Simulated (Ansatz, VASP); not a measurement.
Bi2Te2O3 in VASP and in Ansatz

```
Bi Te O
1.0
     4.36066    0.00064   -0.00817
    -2.06527    5.67007    0.05551
    -0.32157   -3.06988    7.30109
Bi Te O
2 2 3
Direct
  0.11162 0.27116 0.84114
  0.85356 0.73773 0.13888
  0.73279 0.42528 0.41745
  0.47018 0.70574 0.68518
  0.29012 0.61037 0.08712
  0.66285 0.36113 0.93076
  0.87888 0.88859 0.89947
```

Alike in both runs: task single point; functional PBE; k mesh 4 × 4 × 2; occupations gaussian, width 0.1 eV; no spin polarisation.

|  | VASP | Ansatz |
| --- | --- | --- |
| version | VASP 6.6.1 | Ansatz 0.2.0 |
| potentials or method | VASP PAW PBE potentials, release 64 (Bi_d, Te, O), cutoff 520 eV | scalar-relativistic, plane waves, PAW |
| valence electrons in the cell | 60 | 80 |

|  | VASP | Ansatz | Ansatz less VASP |
| --- | --- | --- | --- |
| gap on the k mesh at the Fermi level (eV) | 0.91 | 0.91 | +0.002 |
| least direct gap on the mesh (eV) | 1.07 | 1.07 | +0.003 |
| pressure (GPa) | 0.1 | 0.0 | -0.04 |
| traceless stress, the component that is largest in VASP (GPa) | 0.13 | 0.05 | -0.081 |
| rms of the force components (eV/Å) | 0.026 | 0.014 | -0.0119 |

Atom by atom the forces differ by 0.022 eV/Å (rms over components). VASP's potentials hold 60 valence electrons a cell and Ansatz's 80, so a difference there can come from the potentials and not from the codes.

The k mesh is coarse, so the values compare programs but aren't converged. Spin-orbit coupling is off throughout.
